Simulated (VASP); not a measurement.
Be2ZnTe5:

```
Be Zn Te
1.0
     4.10000    0.00000    0.00000
     0.00000    4.10000    0.00000
     0.00000    0.00000   12.40000
Be Zn Te
2 1 5
Cartesian
  2.0500 2.0500 2.9140
  2.0500 2.0500 9.4860
  0.0000 0.0000 0.0000
  2.0500 0.0000 4.1664
  0.0000 2.0500 1.6120
  0.0000 2.0500 8.2336
  2.0500 0.0000 10.7880
  0.0000 0.0000 6.2000
```

* Program: VASP 6.6.1
* Task: relaxation of cell and atoms
* Functional: PBE
* Potentials or basis: VASP PAW PBE potentials, release 64 (Be, Zn, Te)
* Cutoff: 600 eV
* k mesh: 4 × 4 × 2
* Occupations: gaussian, width 0.2 eV
* Spin: no spin polarisation

At the start: pressure 6.3 GPa; volume 26.06 Å³/atom.

Task: How do energy, volume and symmetry change on relaxing?

Result: Over 11 steps the energy falls by 118.0 meV/atom and the volume is 28.47 Å³/atom (+9.3 %); space group P-4m2 (No. 115, to 0.1 Å) before and after.

The path:
| step | energy change (eV) | largest force (eV/Å) | pressure (GPa) | volume (Å³) |
| --- | --- | --- | --- | --- |
| 1 | 0.0000 | 1.5090 | 6.31 | 208.44 |
| 2 | -0.6818 | 0.4039 | -1.69 | 240.82 |
| 3 | -0.6947 | 0.5034 | -0.94 | 236.39 |
| 4 | -0.8074 | 0.3956 | -0.66 | 233.24 |
| 5 | -0.8852 | 0.3797 | -0.13 | 228.72 |
| 6 | -0.8884 | 0.3757 | 0.03 | 227.51 |
| 7 | -0.9151 | 0.2319 | 0.10 | 227.02 |
| 8 | -0.9325 | 0.1708 | 0.25 | 226.18 |
| 9 | -0.9401 | 0.1221 | -0.16 | 228.52 |
| 10 | -0.9406 | 0.1060 | -0.29 | 229.31 |
| 11 | -0.9441 | 0.0405 | 0.08 | 227.76 |

Final structure:
```
Be Zn Te
1.0
     4.09121    0.00000    0.00000
     0.00000    4.09121    0.00000
     0.00000    0.00000   13.60741
Be Zn Te
2 1 5
Cartesian
  2.0456 2.0456 3.0254
  2.0456 2.0456 10.5820
  0.0000 4.0912 0.0000
  2.0456 0.0000 4.3922
  0.0000 2.0456 1.6614
  0.0000 2.0456 9.2152
  2.0456 0.0000 11.9460
  0.0000 0.0000 6.8037
```

Caveat: the k points lie up to 0.38 Å⁻¹ apart in the final cell, too coarse for converged energies and pressures of a metal; the relaxation stopped at a loose force limit of 0.08 eV/Å, so its end isn't a converged minimum.
